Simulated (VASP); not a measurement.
Here is a VASP 6.6.1 calculation.

Contents of INCAR:

```
PREC = Accurate
ENCUT = 630
EDIFF = 1E-6
ISMEAR = -1
SIGMA = 0.03
LREAL = F
LASPH = T
NELM = 120
ALGO = Normal
ISIF = 2
LWAVE = F
LCHARG = T
GGA = PS
LELF = T
LVHAR = T
NBANDS = 20
GGA_COMPAT = F
```

File KPOINTS:

```
regular mesh
0
Gamma
  8 8 8
```

File POSCAR:

```
CdS
1.0
    0.0000000000      2.4112243722      2.4112243722
    2.4112243722      0.0000000000      2.4112243722
    2.4112243722      2.4112243722      0.0000000000
Cd S
1 1
Direct
    0.0000000000      0.0000000000      0.0000000000
    0.7500000000      0.7500000000      0.7500000000
```

Potentials or basis: VASP PAW PBE potentials, release 64 (Cd_sv_GW, S).

Launch:

```sh
$ cat potpaw_PBE.64/Cd_sv_GW/POTCAR potpaw_PBE.64/S/POTCAR > POTCAR
$ mpirun -np 1 vasp_std > vasp.out
```

Q: What does it give for the band gap on the k mesh?

A: 1.62 eV.

Q: Estimate the pressure.

A: 126.5 GPa.

Caveat: the cell stands under pressure; the PAW data sets were made with another functional, which shifts forces and pressure a little. A k mesh can miss the band edges.
